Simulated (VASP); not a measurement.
# W2Br3 (Pm) in VASP: single point with PBE

Aim: the single point of W2Br3 with PBE.

Program: VASP 6.6.1. These are calculated values, not measurements. Logs are shortened: lines on timing, memory, paths and dates and some standing lists are left out, and cuts for length are marked.

### Step 1. The cell of the first run

Symmetry: Pm, No. 6, monoclinic system. Conventional cell: a = 7.635 Å, b = 2.964 Å, c = 13.232 Å, α = 90.00°, β = 91.07°, γ = 90.00°. W (site symmetry m) has 3 Br at 2.49 to 2.52 Å and 2 W at 2.96 Å within 3.3 Å. W (site symmetry m) has 3 Br at 2.47 to 2.50 Å and 2 W at 2.96 Å within 3.3 Å. Within 3.3 Å of W (site symmetry m) lie 3 Br at 2.48 to 2.50 Å and 2 W at 2.96 Å. Within 3.3 Å of W (site symmetry m) lie 3 Br at 2.48 to 2.50 Å and 2 W at 2.96 Å. Within 3.3 Å of Br (site symmetry m) lie 2 W at 2.50 to 2.52 Å and 2 Br at 2.96 Å. Br (site symmetry m) has 2 W at 2.50 Å and 2 Br at 2.96 Å within 3.3 Å. Within 3.3 Å of Br (site symmetry m) lie 2 W at 2.49 Å and 2 Br at 2.96 Å. Br (site symmetry m) has 2 W at 2.47 to 2.48 Å and 2 Br at 2.96 Å within 3.3 Å.

### Step 2. Single point, PBE

INCAR

```
  PREC = Accurate
  ENCUT = 520
  EDIFF = 1E-6
  ISMEAR = 0
  SIGMA = 0.1
  LREAL = False
  LASPH = True
  NELM = 60
  ALGO = Normal
  ISIF = 2
  LWAVE = False
  LCHARG = False
  GGA = PE
  NBANDS = 60
```

KPOINTS

```
regular mesh
0
Gamma
  2 6 2
```

POSCAR

```
W2Br3
1.0
    7.6350003653      0.0000000000      0.0000000000
    0.0000000000      2.9638832737      0.0000000000
   -0.2460737100      0.0000000000     13.2292567659
W Br
4 6
Direct
    0.4591263577      0.5000000000      0.8170847781
    0.0362417319      0.5000000000      0.3320737348
    0.0181402535      0.5000000000      0.6848913358
    0.5061766172      0.5000000000      0.1556622150
    0.1395789236      0.5000000000      0.8612787978
    0.7111448071      0.5000000000      0.3051746849
    0.6237370210      0.5000000000      0.9811934674
    0.1336384550      0.5000000000      0.5111959120
    0.6902189811      0.5000000000      0.6869416072
    0.1819968520      0.5000000000      0.1645034669
```

Potentials or basis: VASP PAW PBE potentials, release 64 (W_sv, Br).

The run is started by

```bash
$ cat potpaw_PBE.64/W_sv/POTCAR potpaw_PBE.64/Br/POTCAR > POTCAR
$ mpirun -np 1 vasp_std > vasp.out
```

OUTCAR:

```text
PREC = Accurate
   ENCUT = 520
   EDIFF = 1E-6
   ISMEAR = 0
   LREAL = False
   LASPH = True
   NELM = 60
   ISIF = 2
   GGA = PE

 ion  position               nearest neighbor table
   1  0.459  0.500  0.817-   9 2.49   7 2.49   5 2.52
   2  0.036  0.500  0.332-   8 2.47  10 2.50   6 2.50
   3  0.018  0.500  0.685-   8 2.48   5 2.50   9 2.50
   4  0.506  0.500  0.156-  10 2.48   7 2.49   6 2.50
   5  0.140  0.500  0.861-   3 2.50   1 2.52
   6  0.711  0.500  0.305-   4 2.50   2 2.50
   7  0.624  0.500  0.981-   1 2.49   4 2.49
   8  0.134  0.500  0.511-   2 2.47   3 2.48
   9  0.690  0.500  0.687-   1 2.49   3 2.50
  10  0.182  0.500  0.165-   4 2.48   2 2.50

  LATTYP: Found a simple monoclinic cell.
 ALAT       =     7.6350003653
 B/A-ratio  =     0.3881968739
 C/A-ratio  =     1.7330117235
 COS(beta)  =    -0.0185975037

  Lattice vectors:

 A1 = (   7.6350003653,   0.0000000000,   0.0000000000)
 A2 = (   0.0000000000,   2.9638832737,   0.0000000000)
 A3 = (  -0.2460737100,   0.0000000000,  13.2292567659)

Analysis of symmetry for initial positions (statically):
=====================================================================
 Subroutine PRICEL returns:
 Original cell was already a primitive cell.

 Routine SETGRP: Setting up the symmetry group for a
 simple monoclinic supercell.

 Subroutine GETGRP returns: Found  2 space group operations
 (whereof  2 operations were pure point group operations)
 out of a pool of  4 trial point group operations.

The static configuration has the point symmetry C_1h.

Analysis of symmetry for dynamics (positions and initial velocities):
=====================================================================
 Subroutine PRICEL returns:
 Original cell was already a primitive cell.

 Routine SETGRP: Setting up the symmetry group for a
 simple monoclinic supercell.

 Subroutine GETGRP returns: Found  2 space group operations
 (whereof  2 operations were pure point group operations)
 out of a pool of  4 trial point group operations.

The dynamic configuration has the point symmetry C_1h.

 Subroutine INISYM returns: Found  2 space group operations
 (whereof  2 operations are pure point group operations),
 and found     1 'primitive' translations

----------------------------------------------------------------------------------------

                                     Primitive cell

  volume of cell :     299.3682

  direct lattice vectors                    reciprocal lattice vectors
     7.635000365  0.000000000  0.000000000     0.130975763  0.000000000  0.002436244
     0.000000000  2.963883274  0.000000000     0.000000000  0.337395203  0.000000000
    -0.246073710  0.000000000 13.229256766     0.000000000  0.000000000  0.075590036

  length of vectors
     7.635000365  2.963883274 13.231545142     0.130998419  0.337395203  0.075590036

  position of ions in fractional coordinates (direct lattice)
     0.459126358  0.500000000  0.817084778
     0.036241732  0.500000000  0.332073735
     0.018140254  0.500000000  0.684891336
     0.506176617  0.500000000  0.155662215
     0.139578924  0.500000000  0.861278798
     0.711144807  0.500000000  0.305174685
     0.623737021  0.500000000  0.981193467
     0.133638455  0.500000000  0.511195912
     0.690218981  0.500000000  0.686941607
     0.181996852  0.500000000  0.164503467

  ion indices of the primitive-cell ions
   primitive index   ion index
                 1           1
                 2           2
                 3           3
                 4           4
                 5           5
                 6           6
                 7           7
                 8           8
                 9           9
                10          10

----------------------------------------------------------------------------------------

 KPOINTS: regular mesh

Automatic generation of k-mesh.
 Grid dimensions read from file:
 generate k-points for:    2    6    2

 Generating k-lattice:

  Cartesian coordinates                     Fractional coordinates (reciprocal lattice)
     0.065487882  0.000000000  0.001218122     0.500000000  0.000000000  0.000000000
     0.000000000  0.056232534  0.000000000     0.000000000  0.166666667  0.000000000
     0.000000000  0.000000000  0.037795018     0.000000000  0.000000000  0.500000000

  Length of vectors
     0.065499210  0.056232534  0.037795018

  Shift w.r.t. Gamma in fractional coordinates (k-lattice)
     0.000000000  0.000000000  0.000000000

 Subroutine IBZKPT returns following result:
 ===========================================

 Found     16 irreducible k-points:

 Following reciprocal coordinates:
            Coordinates               Weight
  0.000000  0.000000  0.000000      1.000000
  0.500000  0.000000  0.000000      1.000000
  0.000000  0.166667  0.000000      2.000000
  0.500000  0.166667  0.000000      2.000000
  0.000000  0.333333  0.000000      2.000000
  0.500000  0.333333  0.000000      2.000000
[... 8 lines left out ...]
  0.000000  0.500000  0.500000      1.000000
  0.500000  0.500000  0.500000      1.000000
   k-points           NKPTS =     16   k-points in BZ     NKDIM =     16   number of bands    NBANDS=     60
   number of dos      NEDOS =    301   number of ions     NIONS =     10
   total plane-waves  NPLWV = 141120
   dimension x,y,z NGX =    60 NGY =   24 NGZ =   98
   dimension x,y,z NGXF=   120 NGYF=   48 NGZF=  196
   ions per type =               4   6
   NGX,Y,Z   is equivalent  to a cutoff of  13.06, 13.46, 12.31 a.u.
   NGXF,Y,Z  is equivalent  to a cutoff of  26.13, 26.92, 24.63 a.u.
 SYSTEM =  unknown system
   PREC   = accura    normal or accurate (medium, high low for compatibility)
   ISTART =      0    job   : 0-new  1-cont  2-samecut
   ICHARG =      2    charge: 1-file 2-atom 10-const
   ISPIN  =      1    spin polarized calculation?
   LNONCOLLINEAR =      F non collinear calculations
   LSORBIT =      F    spin-orbit coupling
   LASPH  =      T    aspherical Exc in radial PAW
   ENCUT  =  520.0 eV  38.22 Ry    6.18 a.u.  14.20  5.51 24.60*2*pi/ulx,y,z
   NELM   =     60;   NELMIN=  2; NELMDL= -5     # of ELM steps
   EDIFF  = 0.1E-05   stopping-criterion for ELM
   LREAL  =      F    real-space projection
   EDIFFG = 0.1E-04   stopping-criterion for IOM
   NSW    =      0    number of steps for IOM
   IBRION =     -1    ionic relax: 0-MD 1-quasi-New 2-CG
   NFREE  =      0    steps in history (QN), initial steepest desc. (CG)
   ISIF   =      2    stress and relaxation
   ISYM   =      2    0-nonsym 1-usesym 2-fastsym
   POTIM  = 0.5000    time-step for ionic-motion
   TEBEG  =    0.0;   TEEND  =   0.0 temperature during run
   PSTRESS=    0.0 pullay stress
   NELECT =      98.0000    total number of electrons
   NUPDOWN=      -1.0000    fix difference up-down
   EMIN   =  10.00;   EMAX   =-10.00  energy-range for DOS
   EFERMI =   0.00;   METHOD = LEGACY
   ISMEAR =     0;   SIGMA  =   0.10  broadening in eV -4-tet -1-fermi 0-gaus
   EFERMI_NEDOS =   21; number of points for ismear=-14 and -15
   IALGO  =     38    algorithm
   IMIX   =      4    mixing-type and parameters
     AMIX     =   0.40;   BMIX     =  1.00
     AMIX_MAG =   1.60;   BMIX_MAG =  1.00
  volume/ion in A,a.u.               =      29.94       202.02
  Fermi-wavevector in a.u.,A,eV,Ry     =   1.128275  2.132131 17.320279  1.273005
  Thomas-Fermi vector in A             =   2.264964
   LORBIT       =      0    0 simple, 1 ext, 2 COOP (PROOUT), +10 PAW based schemes
   GGA     = PE    functional components
   LHFCALC =     F    Hartree Fock is set to
   AEXX    =    0.0000 exact exchange contribution
   IVDW    =     0    specifies the selected vdW correction
   LEPSILON=     F    determine dielectric tensor
   LRPA    =     F    only Hartree local field effects (RPA)
 non-spin polarized calculation
 Gauss-broadening in eV      SIGMA  =   0.10
  energy-cutoff  :      520.00
  volume of cell :      299.37
 maximum number of plane-waves:      8118
 NGX is ok and might be reduce to    60
   NGX = 29   NGY = 11   NGZ = 49

 number of electron      98.0000004 magnetization

 Free energy of the ion-electron system (eV)
  ---------------------------------------------------
  ext. energy  EPLUGINS =         0.00000000
  ---------------------------------------------------
  free energy    TOTEN  =       -51.07548923 eV

  energy without entropy =      -51.01840560  energy(sigma->0) =      -51.04694742

 E-fermi :   3.5615     XC(G=0):  -8.6908

 val. band max:        3.5600475924   @ k =   0.0000   0.1667   0.5000
 cond. band min:       3.5688751266   @ k =   0.5000   0.1667   0.5000
 fundamental gap:      0.0088275342
 Fermi energy:         3.5614560668

 k-point     1 :       0.0000    0.0000    0.0000
  band No.  band energies     occupation
      1     -70.8743      2.00000
      2     -70.8703      2.00000
      3     -70.8557      2.00000
      4     -70.7718      2.00000
      5     -35.2091      2.00000
      6     -35.2019      2.00000
[... 52 lines left out ...]
     59       5.9180      0.00000
     60       5.9570      0.00000

 k-point     2 :       0.5000    0.0000    0.0000
  band No.  band energies     occupation
      1     -70.8744      2.00000
      2     -70.8703      2.00000
      3     -70.8557      2.00000
      4     -70.7718      2.00000
      5     -35.2092      2.00000
      6     -35.2033      2.00000
[... 52 lines left out ...]
     59       5.6769      0.00000
     60       5.7948      0.00000

 k-point     3 :       0.0000    0.1667    0.0000
  band No.  band energies     occupation
      1     -70.8693      2.00000
      2     -70.8652      2.00000
      3     -70.8507      2.00000
      4     -70.7667      2.00000
      5     -35.1990      2.00000
      6     -35.1918      2.00000
[... 808 lines left out ...]
     59       6.3990      0.00000
     60       6.4641      0.00000

 k-point    16 :       0.5000    0.5000    0.5000
  band No.  band energies     occupation
      1     -70.8541      2.00000
      2     -70.8500      2.00000
      3     -70.8354      2.00000
      4     -70.7514      2.00000
      5     -35.1686      2.00000
      6     -35.1627      2.00000
[... 52 lines left out ...]
     59       6.1949      0.00000
     60       6.5913      0.00000

------------------------ aborting loop because EDIFF is reached ----------------------------------------

  FORCE on cell =-STRESS in cart. coord.  units (eV):
  Direction    XX          YY          ZZ          XY          YZ          ZX
  --------------------------------------------------------------------------------------
  -------------------------------------------------------------------------------------
  Total       -5.3218000      0.0260247     -3.0164961      0.0000000      0.0000000     -0.7508169
  in kB      -28.4815440      0.1392806    -16.1438738      0.0000000      0.0000000     -4.0182691
  external PRESSURE =     -14.8287124 kB  Pullay stress =       0.0000000 kB

 VOLUME and BASIS-vectors are now :
 -----------------------------------------------------------------------------
  energy-cutoff  :      520.00
  volume of cell :      299.37
      direct lattice vectors                 reciprocal lattice vectors
     7.635000365  0.000000000  0.000000000     0.130975763  0.000000000  0.002436244
     0.000000000  2.963883274  0.000000000     0.000000000  0.337395203  0.000000000
    -0.246073710  0.000000000 13.229256766     0.000000000  0.000000000  0.075590036

 POSITION                                       TOTAL-FORCE (eV/Angst)
 -----------------------------------------------------------------------------------
      3.30437      1.48194     10.80942        -0.495995      0.000000     -0.106723
      0.19499      1.48194      4.39309        -0.093023      0.000000     -0.288353
     -0.03003      1.48194      9.06060         0.452482      0.000000      0.325186
      3.82635      1.48194      2.05930        -0.130526      0.000000      0.208886
      0.85375      1.48194     11.39408        -0.071552      0.000000      0.061621
      5.35450      1.48194      4.03723         0.214671      0.000000     -0.078535
      4.52079      1.48194     12.98046        -0.043170      0.000000     -0.031395
      0.89454      1.48194      6.76274         0.214510      0.000000      0.057632
      5.10078      1.48194      9.08773         0.078985      0.000000     -0.056422
      1.34907      1.48194      2.17626        -0.126381      0.000000     -0.091895
 -----------------------------------------------------------------------------------
    total drift:                                0.000366     -0.000000      0.000225

  FREE ENERGIE OF THE ION-ELECTRON SYSTEM (eV)
  ---------------------------------------------------
  free  energy   TOTEN  =       -51.0754892339 eV

  energy  without entropy=      -51.0184056001  energy(sigma->0) =      -51.04694742
```

Wall time 9.8 min (1 thread of Oxide Virtual Turin-like, shared host); peak memory 0.46 GiB.

What came out:

| Item | Value |
| --- | --- |
| Free energy | -51.0755 eV |
| Pressure | -1.5 GPa |
| Largest force | 0.557 eV/Å |
| Band gap on the k mesh | zero (bands 49 and 50 overlap by 0.27 eV) |

Forces on the atoms (eV/Å):
```
W   -0.496  0.000 -0.107
W   -0.093  0.000 -0.288
W    0.452  0.000  0.325
W   -0.131  0.000  0.209
Br  -0.072  0.000  0.062
Br   0.215  0.000 -0.079
Br  -0.043  0.000 -0.031
Br   0.215  0.000  0.058
Br   0.079  0.000 -0.056
Br  -0.126  0.000 -0.092
```

Stress tensor (GPa, compression positive):
```
-2.85  0.00 -0.40
 0.00  0.01  0.00
-0.40  0.00 -1.61
```

Levels at points of the mesh, in eV from the Fermi level:
| k point | band 45 | band 46 | band 47 | band 48 | band 49 | band 50 | band 51 | band 52 | band 53 | band 54 |
| --- | --- | --- | --- | --- | --- | --- | --- | --- | --- | --- |
| (0.00, 0.00, 0.00) | -0.98 | -0.82 | -0.60 | -0.31 | -0.13 | 0.61 | 0.89 | 1.30 | 1.32 | 1.39 |
| (0.50, 0.00, 0.00) | -1.05 | -0.72 | -0.46 | -0.31 | 0.13 | 0.38 | 0.70 | 1.26 | 1.40 | 1.43 |
| (0.00, 0.50, 0.00) | -1.26 | -0.72 | -0.70 | -0.60 | -0.17 | 0.01 | 0.46 | 0.54 | 0.75 | 1.65 |
| (0.50, 0.50, 0.00) | -1.39 | -1.07 | -0.88 | -0.57 | -0.14 | 0.03 | 0.50 | 0.62 | 1.09 | 1.28 |
| (0.00, 0.00, 0.50) | -0.99 | -0.85 | -0.68 | -0.24 | 0.05 | 0.54 | 0.92 | 1.30 | 1.35 | 1.42 |
| (0.50, 0.00, 0.50) | -1.08 | -0.79 | -0.36 | -0.21 | 0.19 | 0.28 | 0.49 | 1.26 | 1.40 | 1.56 |
| (0.00, 0.50, 0.50) | -0.97 | -0.89 | -0.69 | -0.61 | -0.14 | -0.01 | 0.32 | 0.48 | 1.02 | 1.48 |
| (0.50, 0.50, 0.50) | -1.38 | -1.11 | -0.87 | -0.55 | -0.13 | -0.02 | 0.48 | 0.73 | 1.11 | 1.26 |

Caveat: the k points lie up to 0.41 Å⁻¹ apart; spin-orbit coupling is left out, which moves the levels of the heavy elements.
